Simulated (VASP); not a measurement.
Wanted: the native input for a VASP 6.6.1 run.

```yaml
Task: single point
Functional: PBEsol
Potentials_or_basis: VASP PAW PBE potentials, release 64 (Sn_d)
Cutoff: 520 eV
k_mesh: 7 × 7 × 7
Occupations: fermi-dirac, width 0.05 eV
Spin: non-collinear spin, zero start, spin-orbit coupling
Starting_moments: "[[0.0, 0.0, 0.0], [0.0, 0.0, 0.0]] μB"
Dipole_correction: no
Further_INCAR_settings: ALGO = Normal; EDIFF = 1e-06; NBANDS = 40
```

The structure of Sn lies in POSCAR:

```
Sn
1.0
    0.0000000000      3.2333428000      3.2333428000
    3.2333428000      0.0000000000      3.2333428000
    3.2333428000      3.2333428000      0.0000000000
Sn
2
Direct
    0.7500000000      0.7500000000      0.7500000000
    0.5000000000      0.5000000000      0.5000000000
```

One way to write it, as run:

INCAR

```
SYSTEM = Sn
PREC = Accurate
ENCUT = 520
EDIFF = 1E-6
ISMEAR = -1
SIGMA = 0.05
LREAL = .FALSE.
LASPH = .TRUE.
NELM = 150
ALGO = Normal
ISIF = 2
LWAVE = .FALSE.
LCHARG = .FALSE.
LNONCOLLINEAR = .TRUE.
MAGMOM = 0 0 0 0 0 0
LORBIT = 11
LSORBIT = .TRUE.
GGA_COMPAT = .FALSE.
LORBMOM = .TRUE.
GGA = PS
NBANDS = 40
```

KPOINTS

```
Automatic mesh
0
G
  7 7 7
  0 0 0
```

Potentials or basis: VASP PAW PBE potentials, release 64 (Sn_d).

Launch:

```bash
$ cat potpaw_PBE.64/Sn_d/POTCAR > POTCAR
$ mpirun -np 1 vasp_ncl > vasp.out
```

Results of the run:

```yaml
Pressure: 1.5 GPa
Net_moment: 0.00 μB per cell
Valence_electrons_inside_the_program's_atomic_spheres: Sn 12.36
```

Caveat: the PAW data sets were made with another functional, which shifts forces and pressure a little.

It took 4.2 min on 1 thread of AMD EPYC 7R13, on a shared host, peak memory 0.37 GiB.
